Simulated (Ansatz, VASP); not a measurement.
# One calculation of CeO2, two programs

```xyz
3
Lattice="0.0000 2.7112 2.7112 2.7112 0.0000 2.7112 2.7112 2.7112 0.0000" Properties=species:S:1:pos:R:3 pbc="T T T"
Ce    0.0000    0.0000    0.0000
O     1.3556    1.3556    1.3556
O     4.0668    4.0668    4.0668
```

Alike in both runs: functional r2SCAN; dispersion rVV10; k mesh 10 × 10 × 10; occupations gaussian, width 0.02 eV; no spin polarisation.

Ansatz relaxed the structure, and its values are those at the end. VASP's run is a single point on that final structure, the one shown.

```csv
,VASP,Ansatz
version,VASP 6.6.1,Ansatz 0.2.0
potentials or method,"VASP PAW PBE potentials, release 64 (Ce, O), cutoff 520 eV","scalar-relativistic, plane waves, PAW"
valence electrons in the cell,24,24
```

Ansatz gave:

* gap on the k mesh at the Fermi level (eV): 2.26
* least direct gap on the mesh (eV): 2.34
* pressure (GPa): 0.0

Question: Estimate VASP's values.

Answer: gap on the k mesh at the Fermi level (eV): 2.21; least direct gap on the mesh (eV): 2.29; pressure (GPa): -0.1.

VASP's potentials were made for PBE, not for r2SCAN.

Spin-orbit coupling is off throughout.
